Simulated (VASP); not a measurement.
**KBr: single point with PBE**

KBr:

```
K Br
1.0
     0.00000    3.41616    3.41616
     3.41616    0.00000    3.41616
     3.41616    3.41616    0.00000
K Br
1 1
Direct
  0.00000 0.00000 0.00000
  0.50000 0.50000 0.50000
```

This cell differs from its parent crystal: volume changed by +6%.

| Item | Value |
| --- | --- |
| Program | VASP 6.6.1 |
| Task | single point |
| Functional | PBE |
| Potentials or basis | VASP PAW PBE potentials, release 64 (K_sv, Br) |
| Cutoff | 520 eV |
| k mesh | 6 × 6 × 6 |
| Occupations | gaussian, width 0.01 eV |
| Spin | no spin polarisation |
| Dipole correction | no |
| Further INCAR settings | ALGO = Normal; EDIFF = 1e-07; NBANDS = 15 |

The pressure is -0.6 GPa and the band gap on the k mesh is 4.17 eV, direct.

Levels at points of the mesh, in eV from the valence-band top:
```tsv
k point	band 4	band 5	band 6	band 7	band 8	band 9	band 10	band 11	band 12	band 13
(0.00, 0.00, 0.00)	-11.49	-11.49	0.00	0.00	0.00	4.17	7.56	7.56	7.56	8.32
(0.50, 0.00, 0.00)	-11.49	-11.27	-0.99	-0.26	-0.26	6.36	7.83	9.47	9.47	9.74
(0.50, 0.50, 0.00)	-11.51	-11.51	-0.71	-0.25	-0.25	5.95	6.82	8.95	9.18	9.29
```

Wall time 65 s on 1 thread of AMD EPYC 7R13, on a shared host, peak memory 0.18 GiB.
